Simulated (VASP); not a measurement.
# Ni (Fd-3m) in VASP: a series of runs

Runs on Ni. Level: PBEsol. Tasks: single point.

Program: VASP 6.6.1. These are calculated values, not measurements. Logs are shortened: lines on timing, memory, paths and dates and some standing lists are left out, and cuts for length are marked.

## Step 1: The cell of the first run

It takes space group Fd-3m (No. 227, cubic). Conventional cell: a = 5.007 Å, b = 5.007 Å, c = 5.007 Å, α = 90.00°, β = 90.00°, γ = 90.00°. Ni (site symmetry -43m) has 4 Ni at 2.17 Å within 2.9 Å.

## Step 2: Single point, PBEsol, collinear spin, ferromagnetic start

INCAR reads:

```
SYSTEM = Ni
PREC = Accurate
ENCUT = 520
EDIFF = 1E-6
ISMEAR = -1
SIGMA = 0.05
LREAL = .False.
LASPH = .True.
NELM = 150
ALGO = Normal
ISIF = 2
LWAVE = .False.
LCHARG = .False.
ISPIN = 2
MAGMOM = 0.838 0.838
LORBIT = 11
LMAXMIX = 4
GGA = PS
NBANDS = 21
```

KPOINTS reads:

```
regular mesh
0
Gamma
  18 18 18
  0 0 0
```

POSCAR reads:

```
Ni
1.0
    0.0000000000      2.5035088444      2.5035088444
    2.5035088444      0.0000000000      2.5035088444
    2.5035088444      2.5035088444      0.0000000000
Ni
2
Direct
    0.1250000000      0.1250000000      0.1250000000
    0.8750000000      0.8750000000      0.8750000000
```

Potentials or basis: VASP PAW PBE potentials, release 64 (Ni).

Launch:

```
$ cat potpaw_PBE.64/Ni/POTCAR > POTCAR
$ mpirun -np 1 vasp_std > vasp.out
```

OUTCAR:

```text
SYSTEM = Ni
   PREC = Accurate
   ENCUT = 520
   EDIFF = 1E-6
   ISMEAR = -1
   LREAL = .False.
   LASPH = .True.
   NELM = 150
   ISIF = 2
   ISPIN = 2
   LORBIT = 11
   GGA = PS

 ion  position               nearest neighbor table
   1  0.125  0.125  0.125-   2 2.17   2 2.17   2 2.17   2 2.17
   2  0.875  0.875  0.875-   1 2.17   1 2.17   1 2.17   1 2.17

  LATTYP: Found a face centered cubic cell.
 ALAT       =     5.0070176888

  Lattice vectors:

 A1 = (   0.0000000000,   2.5035088444,   2.5035088444)
 A2 = (   2.5035088444,   0.0000000000,   2.5035088444)
 A3 = (   2.5035088444,   2.5035088444,   0.0000000000)

Analysis of symmetry for initial positions (statically):
=====================================================================
 Subroutine PRICEL returns:
 Original cell was already a primitive cell.

 Routine SETGRP: Setting up the symmetry group for a
 face centered cubic supercell.

 Subroutine GETGRP returns: Found 48 space group operations
 (whereof 12 operations were pure point group operations)
 out of a pool of 48 trial point group operations.

The static configuration has the point symmetry D_3d.
 The point group associated with its full space group is O_h .

Analysis of symmetry for dynamics (positions and initial velocities):
=====================================================================
 Subroutine PRICEL returns:
 Original cell was already a primitive cell.

 Routine SETGRP: Setting up the symmetry group for a
 face centered cubic supercell.

 Subroutine GETGRP returns: Found 48 space group operations
 (whereof 12 operations were pure point group operations)
 out of a pool of 48 trial point group operations.

The dynamic configuration has the point symmetry D_3d.
 The point group associated with its full space group is O_h .

Analysis of structural, dynamic, and magnetic symmetry:
=====================================================================
 Subroutine PRICEL returns:
 Original cell was already a primitive cell.

 Routine SETGRP: Setting up the symmetry group for a
 face centered cubic supercell.

 Subroutine GETGRP returns: Found 48 space group operations
 (whereof 12 operations were pure point group operations)
 out of a pool of 48 trial point group operations.

The overall configuration has the point symmetry D_3d.
 The point group associated with its full space group is O_h .

 Subroutine INISYM returns: Found 48 space group operations
 (whereof 12 operations are pure point group operations),
 and found     1 'primitive' translations

----------------------------------------------------------------------------------------

                                     Primitive cell

  volume of cell :      31.3818

  direct lattice vectors                    reciprocal lattice vectors
     0.000000000  2.503508844  2.503508844    -0.199719686  0.199719686  0.199719686
     2.503508844  0.000000000  2.503508844     0.199719686 -0.199719686  0.199719686
     2.503508844  2.503508844  0.000000000     0.199719686  0.199719686 -0.199719686

  length of vectors
     3.540496161  3.540496161  3.540496161     0.345924643  0.345924643  0.345924643

  position of ions in fractional coordinates (direct lattice)
     0.125000000  0.125000000  0.125000000
     0.875000000  0.875000000  0.875000000

  ion indices of the primitive-cell ions
   primitive index   ion index
                 1           1
                 2           2

----------------------------------------------------------------------------------------

 KPOINTS: regular mesh

Automatic generation of k-mesh.
 Grid dimensions read from file:
 generate k-points for:   18   18   18

 Generating k-lattice:

  Cartesian coordinates                     Fractional coordinates (reciprocal lattice)
    -0.011095538  0.011095538  0.011095538     0.055555556  0.000000000  0.000000000
     0.011095538 -0.011095538  0.011095538     0.000000000  0.055555556  0.000000000
     0.011095538  0.011095538 -0.011095538     0.000000000  0.000000000  0.055555556

  Length of vectors
     0.019218036  0.019218036  0.019218036

  Shift w.r.t. Gamma in fractional coordinates (k-lattice)
     0.000000000  0.000000000  0.000000000

 Subroutine IBZKPT returns following result:
 ===========================================

 Found    195 irreducible k-points:

 Following reciprocal coordinates:
            Coordinates               Weight
  0.000000  0.000000  0.000000      1.000000
  0.055556  0.000000  0.000000      8.000000
  0.111111  0.000000  0.000000      8.000000
  0.166667  0.000000  0.000000      8.000000
  0.222222  0.000000  0.000000      8.000000
  0.277778  0.000000  0.000000      8.000000
[... 16 lines left out ...]
 -0.277778  0.055556  0.000000     24.000000
 -0.222222  0.055556  0.000000     24.000000
 [... further k-points ...]
   k-points           NKPTS =    195   k-points in BZ     NKDIM =    195   number of bands    NBANDS=     21
[... 26 lines left out ...]
   TEBEG  =    0.0;   TEEND  =   0.0 temperature during run
   PSTRESS=    0.0 pullay stress
   NELECT =      20.0000    total number of electrons
   NUPDOWN=      -1.0000    fix difference up-down
   EMIN   =  10.00;   EMAX   =-10.00  energy-range for DOS
   EFERMI =   0.00;   METHOD = LEGACY
   ISMEAR =    -1;   SIGMA  =   0.05  broadening in eV -4-tet -1-fermi 0-gaus
   EFERMI_NEDOS =   21; number of points for ismear=-14 and -15
   IALGO  =     38    algorithm
   IMIX   =      4    mixing-type and parameters
     AMIX     =   0.40;   BMIX     =  1.00
     AMIX_MAG =   1.60;   BMIX_MAG =  1.00
  volume/ion in A,a.u.               =      15.69       105.89
  Fermi-wavevector in a.u.,A,eV,Ry     =   1.408831  2.662305 27.004925  1.984806
  Thomas-Fermi vector in A             =   2.530949
   LORBIT       =     11    0 simple, 1 ext, 2 COOP (PROOUT), +10 PAW based schemes
   GGA     = PS    functional components
   LHFCALC =     F    Hartree Fock is set to
   AEXX    =    0.0000 exact exchange contribution
   IVDW    =     0    specifies the selected vdW correction
   LEPSILON=     F    determine dielectric tensor
   LRPA    =     F    only Hartree local field effects (RPA)
 spin polarized calculation
  energy-cutoff  :      520.00
  volume of cell :       31.38
 maximum number of plane-waves:       872
   NGX = 13   NGY = 13   NGZ = 13

 number of electron      19.9999994 magnetization       1.5691734

 Free energy of the ion-electron system (eV)
  ---------------------------------------------------
  ext. energy  EPLUGINS =         0.00000000
  ---------------------------------------------------
  free energy    TOTEN  =        -9.60385300 eV

  energy without entropy =       -9.57620006  energy(sigma->0) =       -9.59002653

 E-fermi :   5.0374     XC(G=0): -11.1295

 val. band max:        5.0370506480   @ k =   0.2222   0.1111   0.0000
 cond. band min:       5.0385444449   @ k =   0.5000   0.3333   0.0556
 fundamental gap:      0.0014937969
 Fermi energy:         5.0374045009

 spin component 1

 k-point     1 :       0.0000    0.0000    0.0000
  band No.  band energies     occupation
      1      -1.8293      1.00000
      2       1.6893      1.00000
      3       1.6893      1.00000
      4       1.7367      1.00000
      5       1.7367      1.00000
      6       1.7367      1.00000
[... 13 lines left out ...]
     20      22.4190      0.00000
     21      22.4190      0.00000
[... 529 lines left out ...]
 k-point    24 :      -0.2222    0.0556    0.0000
  band No.  band energies     occupation
      1      -0.7484      1.00000
      2       1.4462      1.00000
      3       1.5863      1.00000
      4       1.7929      1.00000
      5       1.9910      1.00000
      6       2.1169      1.00000
[... 13 lines left out ...]
     20      22.3364      0.00000
     21      24.3019      0.00000

 [... further k-points ...]

 spin component 2

 k-point     1 :       0.0000    0.0000    0.0000
  band No.  band energies     occupation
      1      -1.8165      1.00000
      2       2.4189      1.00000
      3       2.4189      1.00000
      4       2.4726      1.00000
      5       2.4726      1.00000
      6       2.4726      1.00000
[... 13 lines left out ...]
     20      22.4057      0.00000
     21      22.4057      0.00000
[... 529 lines left out ...]
 k-point    24 :      -0.2222    0.0556    0.0000
  band No.  band energies     occupation
      1      -0.7232      1.00000
      2       2.1669      1.00000
      3       2.3116      1.00000
      4       2.5350      1.00000
      5       2.7422      1.00000
      6       2.8710      1.00000
[... 13 lines left out ...]
     20      22.4037      0.00000
     21      24.3819      0.00000

 [... further k-points ...]
[... 5 lines left out ...]
  --------------------------------------------------------------------------------------
  -------------------------------------------------------------------------------------
  Total       -0.0164969     -0.0164969     -0.0164969     -0.0000000      0.0000000      0.0000000
  in kB       -0.8422369     -0.8422369     -0.8422369     -0.0000000      0.0000000      0.0000000
  external PRESSURE =      -0.8422369 kB  Pullay stress =       0.0000000 kB

 VOLUME and BASIS-vectors are now :
 -----------------------------------------------------------------------------
  energy-cutoff  :      520.00
  volume of cell :       31.38
      direct lattice vectors                 reciprocal lattice vectors
     0.000000000  2.503508844  2.503508844    -0.199719686  0.199719686  0.199719686
     2.503508844  0.000000000  2.503508844     0.199719686 -0.199719686  0.199719686
     2.503508844  2.503508844  0.000000000     0.199719686  0.199719686 -0.199719686

 POSITION                                       TOTAL-FORCE (eV/Angst)
 -----------------------------------------------------------------------------------
      0.62588      0.62588      0.62588        -0.000000      0.000000     -0.000000
      4.38114      4.38114      4.38114         0.000000     -0.000000      0.000000
 -----------------------------------------------------------------------------------
    total drift:                                0.000000      0.000000     -0.000000

  FREE ENERGIE OF THE ION-ELECTRON SYSTEM (eV)
  ---------------------------------------------------
  free  energy   TOTEN  =        -9.6038529962 eV

  energy  without entropy=       -9.5762000600  energy(sigma->0) =       -9.59002653

 total charge

# of ion       s       p       d       tot
------------------------------------------
    1        0.561   0.379   8.346   9.286
    2        0.561   0.379   8.346   9.286
--------------------------------------------------
tot          1.122   0.758  16.693  18.573

 magnetization (x)

# of ion       s       p       d       tot
------------------------------------------
    1       -0.014  -0.016   0.816   0.786
    2       -0.014  -0.016   0.816   0.786
--------------------------------------------------
tot         -0.028  -0.033   1.632   1.571
```

Run time: 4.3 min. Hardware: 1 thread of Intel Xeon 6975P-C, shared host; peak memory 0.3 GiB.

What came out:

* Free energy: -9.6039 eV
* Pressure: -0.1 GPa
* Net moment: 1.57 μB per cell
* Site moments: Ni +0.79 μB
* Valence electrons inside the program's atomic spheres: Ni 9.29

Caveat: the PAW data sets were made with another functional, which shifts forces and pressure a little.

## Step 3: Single point, PBEsol

This run uses another cell than the first one, of 15.65 Å³/atom, 0.998 times its volume.

INCAR reads:

```
SYSTEM = Ni
PREC     = Accurate       ! precision mode
ENCUT    = 520            ! plane-wave cutoff, eV
EDIFF    = 1E-6           ! SCF threshold, eV
ISMEAR   = -1             ! smearing method
SIGMA    = 0.1            ! smearing width, eV
LREAL    = .False.        ! projectors in reciprocal space
LASPH    = .True.         ! aspherical terms in the spheres
NELM     = 60             ! most SCF steps
ALGO     = Normal         ! electronic algorithm
ISIF     = 2              ! what is computed and relaxed
LWAVE    = .False.        ! write WAVECAR
LCHARG   = .False.        ! write CHGCAR
GGA      = PS             ! functional
NBANDS   = 17             ! bands
```

KPOINTS reads:

```
regular mesh
0
Gamma
  11 11 11
  0 0 0
```

POSCAR reads:

```
Ni
1.0
    0.0000000000      2.5015151266      2.5015151266
    2.5015151266      0.0000000000      2.5015151266
    2.5015151266      2.5015151266      0.0000000000
Ni
2
Direct
    0.1250000000      0.1250000000      0.1250000000
    0.8750000000      0.8750000000      0.8750000000
```

Potentials or basis: VASP PAW PBE potentials, release 64 (Ni).

Launch:

```
$ cat potpaw_PBE.64/Ni/POTCAR > POTCAR
$ mpirun -np 1 vasp_std > vasp.out
```

Run time: 32 s. Hardware: 1 thread of Intel Xeon 8259CL, shared host; peak memory 0.16 GiB.

It converged, with:

- Free energy: -9.5263 eV
- Pressure: 0.1 GPa
- Band gap on the k mesh: zero (band 10 reaches 4.98 eV, above the bottom of band 11 at 4.67 eV)

Levels at points of the mesh, in eV from the Fermi level:
```csv
k point,band 8,band 9,band 10,band 11,band 12,band 13
"(0.00, 0.00, 0.00)",-1.16,-1.16,-0.08,-0.08,12.37,12.37
```

Caveat: the PAW data sets were made with another functional, which shifts forces and pressure a little; the run has no spin polarisation, though such a crystal can be magnetic.

## Step 4: Single point, PBEsol (volume scaled by 0.92)

INCAR reads:

```
  PREC = Accurate
  ENCUT = 520
  EDIFF = 1E-6
  ISMEAR = -1
  SIGMA = 0.1
  LREAL = F
  LASPH = T
  NELM = 60
  ALGO = Normal
  ISIF = 2
  LWAVE = F
  LCHARG = F
  GGA = PS
  NBANDS = 17
```

KPOINTS reads:

```
Automatic mesh
0
Gamma
  12 12 12
```

POSCAR reads:

```
Ni
1.0
    0.0000000000      2.4329456608      2.4329456608
    2.4329456608      0.0000000000      2.4329456608
    2.4329456608      2.4329456608      0.0000000000
Ni
2
Direct
    0.1250000000      0.1250000000      0.1250000000
    0.8750000000      0.8750000000      0.8750000000
```

Launch:

```
$ cat potpaw_PBE.64/Ni/POTCAR > POTCAR
$ mpirun -np 1 vasp_std > vasp.out
```

Wall time 50 s (1 thread of Intel Xeon 8259CL, shared host); peak memory 0.17 GiB.

The run converged. Its results:

```yaml
Free_energy: -9.4526 eV
Pressure: 10.5 GPa
Band_gap_on_the_k_mesh: zero (band 10 reaches 5.90 eV, above the bottom of band 11 at 5.55 eV)
```

Levels at points of the mesh, in eV from the Fermi level:
| k point | band 8 | band 9 | band 10 | band 11 | band 12 | band 13 |
| --- | --- | --- | --- | --- | --- | --- |
| (0.00, 0.00, 0.00) | -1.30 | -1.30 | -0.08 | -0.08 | 13.16 | 13.16 |
| (0.50, 0.00, 0.00) | -0.88 | -0.88 | -0.26 | -0.26 | 1.09 | 9.58 |
| (0.50, 0.50, 0.00) | -1.55 | -0.10 | -0.10 | 1.53 | 1.53 | 4.84 |

Caveat: the cell differs from its parent crystal (volume scaled by 0.92); the PAW data sets were made with another functional, which shifts forces and pressure a little; the run has no spin polarisation, though such a crystal can be magnetic. Spin polarisation is off, so any magnetic state and its effect on volume and gap are missing.

## Step 5: Single point, PBEsol (volume scaled by 0.96)

INCAR reads:

```
SYSTEM = Ni
ALGO = Normal
EDIFF = 1E-6
ENCUT = 520
GGA = PS
ISIF = 2
ISMEAR = -1
LASPH = .True.
LCHARG = .True.
LELF = .True.
LREAL = .False.
LVHAR = .True.
LWAVE = .False.
NBANDS = 17
NELM = 80
PREC = Accurate
SIGMA = 0.1
```

KPOINTS reads:

```
k-points
0
Gamma
  12 12 12
  0 0 0
```

POSCAR reads:

```
Ni
1.0
    0.0000000000      2.4677067238      2.4677067238
    2.4677067238      0.0000000000      2.4677067238
    2.4677067238      2.4677067238      0.0000000000
Ni
2
Direct
    0.1250000000      0.1250000000      0.1250000000
    0.8750000000      0.8750000000      0.8750000000
```

Launch:

```
$ cat potpaw_PBE.64/Ni/POTCAR > POTCAR
$ mpirun -np 1 vasp_std > vasp.out
```

Wall time 54 s (1 thread of Intel Xeon 8259CL, shared host); peak memory 0.17 GiB.

It converged, with:

* Free energy: -9.5109 eV
* Pressure: 4.8 GPa
* Band gap on the k mesh: zero (band 10 reaches 5.42 eV, above the bottom of band 11 at 5.08 eV)

Levels at points of the mesh, in eV from the Fermi level:
| k point | band 8 | band 9 | band 10 | band 11 | band 12 | band 13 |
| --- | --- | --- | --- | --- | --- | --- |
| (0.00, 0.00, 0.00) | -1.22 | -1.22 | -0.08 | -0.08 | 12.75 | 12.75 |
| (0.50, 0.00, 0.00) | -0.83 | -0.83 | -0.25 | -0.25 | 1.02 | 9.29 |
| (0.50, 0.50, 0.00) | -1.46 | -0.10 | -0.10 | 1.48 | 1.48 | 4.75 |

Caveat: the cell differs from its parent crystal (volume scaled by 0.96); the PAW data sets were made with another functional, which shifts forces and pressure a little; the run has no spin polarisation, though such a crystal can be magnetic. Spin polarisation is off, so any magnetic state and its effect on volume and gap are missing.

## Step 6: Single point, PBEsol

This run uses another cell than the first one, of 15.65 Å³/atom, 0.998 times its volume.

INCAR reads:

```
PREC     = Accurate       # precision mode
ENCUT    = 520            # plane-wave cutoff, eV
EDIFF    = 1E-7           # SCF threshold, eV
ISMEAR   = -1             # smearing method
SIGMA    = 0.1            # smearing width, eV
LREAL    = F              # projectors in reciprocal space
LASPH    = T              # aspherical terms in the spheres
NELM     = 100            # most SCF steps
ALGO     = Normal         # electronic algorithm
ISIF     = 2              # what is computed and relaxed
LWAVE    = F              # write WAVECAR
LCHARG   = T              # write CHGCAR
GGA      = PS             # functional
LELF     = T              # ELF
LVHAR    = T            
NBANDS   = 17             # bands
```

KPOINTS reads:

```
Automatic mesh
0
Gamma
  12 12 12
```

POSCAR reads:

```
Ni
1.0
    0.0000000000      2.5015151266      2.5015151266
    2.5015151266      0.0000000000      2.5015151266
    2.5015151266      2.5015151266      0.0000000000
Ni
2
Direct
    0.1250000000      0.1250000000      0.1250000000
    0.8750000000      0.8750000000      0.8750000000
```

Potentials or basis: VASP PAW PBE potentials, release 64 (Ni).

Launch:

```
$ cat potpaw_PBE.64/Ni/POTCAR > POTCAR
$ mpirun -np 1 vasp_std > vasp.out
```

Run time: 63 s. Hardware: 1 thread of Intel Xeon 8259CL, shared host; peak memory 0.17 GiB.

Results (log left out):

| Property | Result |
| --- | --- |
| Free energy | -9.5279 eV |
| Pressure | -0.1 GPa |
| Band gap on the k mesh | zero (band 10 reaches 4.98 eV, above the bottom of band 11 at 4.66 eV) |

Levels at points of the mesh, in eV from the Fermi level:
```tsv
k point	band 7	band 8	band 9	band 10	band 11	band 12	band 13	band 14
(0.00, 0.00, 0.00)	-1.15	-1.15	-1.15	-0.08	-0.08	12.37	12.37	12.37
(0.50, 0.00, 0.00)	-1.45	-0.79	-0.79	-0.24	-0.24	0.96	9.02	9.02
(0.50, 0.50, 0.00)	-1.38	-1.38	-0.10	-0.10	1.42	1.42	4.68	4.68
```

Caveat: the PAW data sets were made with another functional, which shifts forces and pressure a little; the run has no spin polarisation, though such a crystal can be magnetic. Spin polarisation is off, so any magnetic state and its effect on volume and gap are missing.

## Step 7: Overview

```csv
spin,cell,k mesh,smearing,gap on the mesh (eV),pressure (GPa)
"collinear, ferromagnetic start","a = 3.540 Å, angles 60.0°, 2 atoms",18 × 18 × 18,fermi-dirac 0.05 eV,none,-0.1
off,"a = 3.538 Å, angles 60.0°, 2 atoms",11 × 11 × 11,fermi-dirac 0.1 eV,none,0.1
off,"a = 3.441 Å, angles 60.0°, 2 atoms",12 × 12 × 12,fermi-dirac 0.1 eV,none,10.5
off,"a = 3.490 Å, angles 60.0°, 2 atoms",12 × 12 × 12,fermi-dirac 0.1 eV,none,4.8
off,"a = 3.538 Å, angles 60.0°, 2 atoms",12 × 12 × 12,fermi-dirac 0.1 eV,none,-0.1
```

Alike in all rows: task single point; level PBEsol; potentials or basis VASP PAW PBE potentials, release 64 (Ni); cutoff (eV) 520.

Every run on the cell as given and a fine mesh finds a metal.

Caveats: the PAW data sets were made with another functional, which shifts forces and pressure a little.

Absolute energies hang on the potentials; compare differences alone.
